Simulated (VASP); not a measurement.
# MgZn3Te4 (P-4m2) in VASP: single point with PBE

Aim: the single point of MgZn3Te4 with PBE.

All numbers are computed with VASP 6.6.1; they aren't measurements. Logs are shortened: lines on timing, memory, paths and dates and some standing lists are left out, and cuts for length are marked.

### Step 1. The cell of the first run

The structure is tetragonal, space group P-4m2 (No. 115). Conventional cell: a = 4.423 Å, b = 4.423 Å, c = 12.564 Å, α = 90.00°, β = 90.00°, γ = 90.00°. Within 3.7 Å of Mg (site symmetry -4m2) lie 4 Te at 2.80 Å. Zn (site symmetry 2mm) has 4 Te at 2.69 Å within 3.5 Å. Zn (site symmetry -4m2) has 4 Te at 2.68 Å within 3.5 Å. Te (site symmetry 2mm) has 4 Zn at 2.68 to 2.69 Å within 3.5 Å. Te (site symmetry 2mm) has 2 Zn at 2.69 Å and 2 Mg at 2.80 Å within 3.5 Å.

### Step 2. Single point, PBE

Contents of INCAR:

```
SYSTEM = MgZn3Te4
ALGO = Normal ; EDIFF = 1E-6
ENCUT = 520 ; GGA = PE
ISIF = 2 ; ISMEAR = 0
LASPH = .True. ; LCHARG = .False.
LREAL = .False. ; LWAVE = .False.
NBANDS = 41 ; NELM = 60
PREC = Accurate ; SIGMA = 0.02
```

Contents of KPOINTS:

```
k-points
0
Gamma
  6 6 4
  0 0 0
```

Contents of POSCAR:

```
MgZn3Te4
1.0
    4.4234758000      0.0000000000      0.0000000000
    0.0000000000      4.4234758000      0.0000000000
    0.0000000000      0.0000000000     12.5638084000
Mg Zn Te
1 3 4
Direct
    0.5000000000      0.5000000000      0.0000000000
    0.0000000000      0.0000000000      0.7424230000
    0.5000000000      0.5000000000      0.5000000000
    0.0000000000      0.0000000000      0.2575770000
    0.5000000000      0.0000000000      0.3788800000
    0.0000000000      0.5000000000      0.1361600000
    0.5000000000      0.0000000000      0.8638400000
    0.0000000000      0.5000000000      0.6211200000
```

Potentials or basis: VASP PAW PBE potentials, release 64 (Mg, Zn, Te).

Started as:

```bash
$ cat potpaw_PBE.64/Mg/POTCAR potpaw_PBE.64/Zn/POTCAR potpaw_PBE.64/Te/POTCAR > POTCAR
$ mpirun -np 1 vasp_std > vasp.out
```

OUTCAR:

```text
SYSTEM = MgZn3Te4
   EDIFF = 1E-6
   ENCUT = 520
   GGA = PE
   ISIF = 2
   ISMEAR = 0
   LASPH = .True.
   LREAL = .False.
   NELM = 60
   PREC = Accurate

 ion  position               nearest neighbor table
   1  0.500  0.500  0.000-   6 2.80   7 2.80   7 2.80   6 2.80
   2  0.000  0.000  0.742-   8 2.69   8 2.69   7 2.69   7 2.69
   3  0.500  0.500  0.500-   5 2.68   8 2.68   5 2.68   8 2.68
   4  0.000  0.000  0.258-   5 2.69   5 2.69   6 2.69   6 2.69
   5  0.500  0.000  0.379-   3 2.68   3 2.68   4 2.69   4 2.69
   6  0.000  0.500  0.136-   4 2.69   4 2.69   1 2.80   1 2.80
   7  0.500  0.000  0.864-   2 2.69   2 2.69   1 2.80   1 2.80
   8  0.000  0.500  0.621-   3 2.68   3 2.68   2 2.69   2 2.69

  LATTYP: Found a simple tetragonal cell.
 ALAT       =     4.4234758000
 C/A-ratio  =     2.8402570666

  Lattice vectors:

 A1 = (   4.4234758000,   0.0000000000,   0.0000000000)
 A2 = (   0.0000000000,   4.4234758000,   0.0000000000)
 A3 = (   0.0000000000,   0.0000000000,  12.5638084000)

Analysis of symmetry for initial positions (statically):
=====================================================================
 Subroutine PRICEL returns:
 Original cell was already a primitive cell.

 Routine SETGRP: Setting up the symmetry group for a
 simple tetragonal supercell.

 Subroutine GETGRP returns: Found  8 space group operations
 (whereof  8 operations were pure point group operations)
 out of a pool of 16 trial point group operations.

The static configuration has the point symmetry D_2d.

Analysis of symmetry for dynamics (positions and initial velocities):
=====================================================================
 Subroutine PRICEL returns:
 Original cell was already a primitive cell.

 Routine SETGRP: Setting up the symmetry group for a
 simple tetragonal supercell.

 Subroutine GETGRP returns: Found  8 space group operations
 (whereof  8 operations were pure point group operations)
 out of a pool of 16 trial point group operations.

The dynamic configuration has the point symmetry D_2d.

 Subroutine INISYM returns: Found  8 space group operations
 (whereof  8 operations are pure point group operations),
 and found     1 'primitive' translations

----------------------------------------------------------------------------------------

                                     Primitive cell

  volume of cell :     245.8378

  direct lattice vectors                    reciprocal lattice vectors
     4.423475800  0.000000000  0.000000000     0.226066570  0.000000000  0.000000000
     0.000000000  4.423475800  0.000000000     0.000000000  0.226066570  0.000000000
     0.000000000  0.000000000 12.563808400     0.000000000  0.000000000  0.079593700

  length of vectors
     4.423475800  4.423475800 12.563808400     0.226066570  0.226066570  0.079593700

  position of ions in fractional coordinates (direct lattice)
     0.500000000  0.500000000  0.000000000
     0.000000000  0.000000000  0.742423000
     0.500000000  0.500000000  0.500000000
     0.000000000  0.000000000  0.257577000
     0.500000000  0.000000000  0.378880000
     0.000000000  0.500000000  0.136160000
     0.500000000  0.000000000  0.863840000
     0.000000000  0.500000000  0.621120000

  ion indices of the primitive-cell ions
   primitive index   ion index
                 1           1
                 2           2
                 3           3
                 4           4
                 5           5
                 6           6
                 7           7
                 8           8

----------------------------------------------------------------------------------------

 KPOINTS: k-points

Automatic generation of k-mesh.
 Grid dimensions read from file:
 generate k-points for:    6    6    4

 Generating k-lattice:

  Cartesian coordinates                     Fractional coordinates (reciprocal lattice)
     0.037677762  0.000000000  0.000000000     0.166666667  0.000000000  0.000000000
     0.000000000  0.037677762  0.000000000     0.000000000  0.166666667  0.000000000
     0.000000000  0.000000000  0.019898425     0.000000000  0.000000000  0.250000000

  Length of vectors
     0.037677762  0.037677762  0.019898425

  Shift w.r.t. Gamma in fractional coordinates (k-lattice)
     0.000000000  0.000000000  0.000000000

 Subroutine IBZKPT returns following result:
 ===========================================

 Found     30 irreducible k-points:

 Following reciprocal coordinates:
            Coordinates               Weight
  0.000000  0.000000  0.000000      1.000000
  0.166667  0.000000  0.000000      4.000000
  0.333333  0.000000  0.000000      4.000000
  0.500000  0.000000  0.000000      2.000000
  0.166667  0.166667  0.000000      4.000000
  0.333333  0.166667  0.000000      8.000000
[... 16 lines left out ...]
  0.333333  0.000000  0.500000      4.000000
  0.500000  0.000000  0.500000      2.000000
 [... further k-points ...]
   k-points           NKPTS =     30   k-points in BZ     NKDIM =     30   number of bands    NBANDS=     41
   number of dos      NEDOS =    301   number of ions     NIONS =      8
   total plane-waves  NPLWV = 124416
   dimension x,y,z NGX =    36 NGY =   36 NGZ =   96
   dimension x,y,z NGXF=    72 NGYF=   72 NGZF=  192
   ions per type =               1   3   4
   NGX,Y,Z   is equivalent  to a cutoff of  13.53, 13.53, 12.70 a.u.
   NGXF,Y,Z  is equivalent  to a cutoff of  27.06, 27.06, 25.41 a.u.
 SYSTEM =  MgZn3Te4
   PREC   = accura    normal or accurate (medium, high low for compatibility)
   ISTART =      0    job   : 0-new  1-cont  2-samecut
   ICHARG =      2    charge: 1-file 2-atom 10-const
   ISPIN  =      1    spin polarized calculation?
   LNONCOLLINEAR =      F non collinear calculations
   LSORBIT =      F    spin-orbit coupling
   LASPH  =      T    aspherical Exc in radial PAW
   ENCUT  =  520.0 eV  38.22 Ry    6.18 a.u.   8.22  8.22 23.36*2*pi/ulx,y,z
   NELM   =     60;   NELMIN=  2; NELMDL= -5     # of ELM steps
   EDIFF  = 0.1E-05   stopping-criterion for ELM
   LREAL  =      F    real-space projection
   EDIFFG = 0.1E-04   stopping-criterion for IOM
   NSW    =      0    number of steps for IOM
   IBRION =     -1    ionic relax: 0-MD 1-quasi-New 2-CG
   NFREE  =      0    steps in history (QN), initial steepest desc. (CG)
   ISIF   =      2    stress and relaxation
   ISYM   =      2    0-nonsym 1-usesym 2-fastsym
   POTIM  = 0.5000    time-step for ionic-motion
   TEBEG  =    0.0;   TEEND  =   0.0 temperature during run
   PSTRESS=    0.0 pullay stress
   NELECT =      62.0000    total number of electrons
   NUPDOWN=      -1.0000    fix difference up-down
   EMIN   =  10.00;   EMAX   =-10.00  energy-range for DOS
   EFERMI =   0.00;   METHOD = LEGACY
   ISMEAR =     0;   SIGMA  =   0.02  broadening in eV -4-tet -1-fermi 0-gaus
   EFERMI_NEDOS =   21; number of points for ismear=-14 and -15
   IALGO  =     38    algorithm
   IMIX   =      4    mixing-type and parameters
     AMIX     =   0.40;   BMIX     =  1.00
     AMIX_MAG =   1.60;   BMIX_MAG =  1.00
  volume/ion in A,a.u.               =      30.73       207.37
  Fermi-wavevector in a.u.,A,eV,Ry     =   1.034322  1.954586 14.555818  1.069822
  Thomas-Fermi vector in A             =   2.168612
   LORBIT       =      0    0 simple, 1 ext, 2 COOP (PROOUT), +10 PAW based schemes
   GGA     = PE    functional components
   LHFCALC =     F    Hartree Fock is set to
   AEXX    =    0.0000 exact exchange contribution
   IVDW    =     0    specifies the selected vdW correction
   LEPSILON=     F    determine dielectric tensor
   LRPA    =     F    only Hartree local field effects (RPA)
 non-spin polarized calculation
 Gauss-broadening in eV      SIGMA  =   0.02
  energy-cutoff  :      520.00
  volume of cell :      245.84
 maximum number of plane-waves:      6660
 NGX is ok and might be reduce to    36
   NGX = 17   NGY = 17   NGZ = 47

 number of electron      61.9999991 magnetization

 Free energy of the ion-electron system (eV)
  ---------------------------------------------------
  ext. energy  EPLUGINS =         0.00000000
  ---------------------------------------------------
  free energy    TOTEN  =       -21.88761243 eV

  energy without entropy =      -21.88761243  energy(sigma->0) =      -21.88761243

 E-fermi :   2.6292     XC(G=0):  -8.4993

 val. band max:        2.5466458471   @ k =   0.0000   0.0000   0.0000
 cond. band min:       3.8287384141   @ k =   0.0000   0.0000   0.0000
 fundamental gap:      1.2820925670
 Fermi energy:         2.6291726590

 k-point     1 :       0.0000    0.0000    0.0000
  band No.  band energies     occupation
      1      -8.6848      2.00000
      2      -8.2521      2.00000
      3      -8.0719      2.00000
      4      -7.6302      2.00000
      5      -4.0445      2.00000
      6      -4.0445      2.00000
[... 33 lines left out ...]
     40       7.2379      0.00000
     41       7.2405      0.00000

 k-point     2 :       0.1667    0.0000    0.0000
  band No.  band energies     occupation
      1      -8.5767      2.00000
      2      -8.1801      2.00000
      3      -8.0102      2.00000
      4      -7.6300      2.00000
      5      -4.0386      2.00000
      6      -4.0354      2.00000
[... 33 lines left out ...]
     40       7.3806      0.00000
     41       7.7553      0.00000

 k-point     3 :       0.3333    0.0000    0.0000
  band No.  band energies     occupation
      1      -8.3001      2.00000
      2      -8.0295      2.00000
      3      -7.8807      2.00000
      4      -7.6754      2.00000
      5      -4.0235      2.00000
      6      -4.0128      2.00000
[... 875 lines left out ...]
      2      -8.0942      2.00000
      3      -7.7941      2.00000
      4      -7.7158      2.00000
      5      -4.0238      2.00000
      6      -4.0125      2.00000
[... 33 lines left out ...]
     40       7.8762      0.00000
     41       7.9469      0.00000

 k-point    24 :       0.5000    0.0000    0.5000
  band No.  band energies     occupation
      1      -8.0218      2.00000
      2      -8.0217      2.00000
      3      -7.8153      2.00000
      4      -7.7564      2.00000
      5      -4.0106      2.00000
      6      -4.0040      2.00000
[... 33 lines left out ...]
     40       7.9134      0.00000
     41       7.9984      0.00000

 [... further k-points ...]

------------------------ aborting loop because EDIFF is reached ----------------------------------------

  FORCE on cell =-STRESS in cart. coord.  units (eV):
  Direction    XX          YY          ZZ          XY          YZ          ZX
  --------------------------------------------------------------------------------------
  -------------------------------------------------------------------------------------
  Total        0.0029368      0.0029368      0.0689495      0.0000000      0.0000000      0.0000000
  in kB        0.0191398      0.0191398      0.4493587      0.0000000      0.0000000      0.0000000
  external PRESSURE =       0.1625461 kB  Pullay stress =       0.0000000 kB

 VOLUME and BASIS-vectors are now :
 -----------------------------------------------------------------------------
  energy-cutoff  :      520.00
  volume of cell :      245.84
      direct lattice vectors                 reciprocal lattice vectors
     4.423475800  0.000000000  0.000000000     0.226066570  0.000000000  0.000000000
     0.000000000  4.423475800  0.000000000     0.000000000  0.226066570  0.000000000
     0.000000000  0.000000000 12.563808400     0.000000000  0.000000000  0.079593700

 POSITION                                       TOTAL-FORCE (eV/Angst)
 -----------------------------------------------------------------------------------
      2.21174      2.21174      0.00000        -0.000000      0.000000      0.000000
      0.00000      0.00000      9.32766        -0.000000      0.000000      0.002793
      2.21174      2.21174      6.28190         0.000000      0.000000      0.000000
      0.00000      0.00000      3.23615        -0.000000      0.000000     -0.002793
      2.21174      0.00000      4.76018        -0.000000     -0.000000     -0.005608
      0.00000      2.21174      1.71069        -0.000000     -0.000000     -0.012223
      2.21174      0.00000     10.85312        -0.000000     -0.000000      0.012223
      0.00000      2.21174      7.80363        -0.000000     -0.000000      0.005608
 -----------------------------------------------------------------------------------
    total drift:                                0.000000     -0.000000      0.000000

  FREE ENERGIE OF THE ION-ELECTRON SYSTEM (eV)
  ---------------------------------------------------
  free  energy   TOTEN  =       -21.8876124311 eV

  energy  without entropy=      -21.8876124311  energy(sigma->0) =      -21.88761243
```

Run time: 11 min. Hardware: 1 thread of Intel Xeon 8259CL, shared host; peak memory 0.48 GiB.

What came out:

```
Free energy            : -21.8876 eV
Pressure               : 0.0 GPa
Largest force          : 0.012 eV/Å
Band gap on the k mesh : 1.28 eV
```

Forces on the atoms (eV/Å):
```
Mg   0.000  0.000  0.000
Zn   0.000  0.000  0.003
Zn   0.000  0.000  0.000
Zn   0.000  0.000 -0.003
Te   0.000  0.000 -0.006
Te   0.000  0.000 -0.012
Te   0.000  0.000  0.012
Te   0.000  0.000  0.006
```

Caveat: spin-orbit coupling is left out, which moves the levels of the heavy elements.
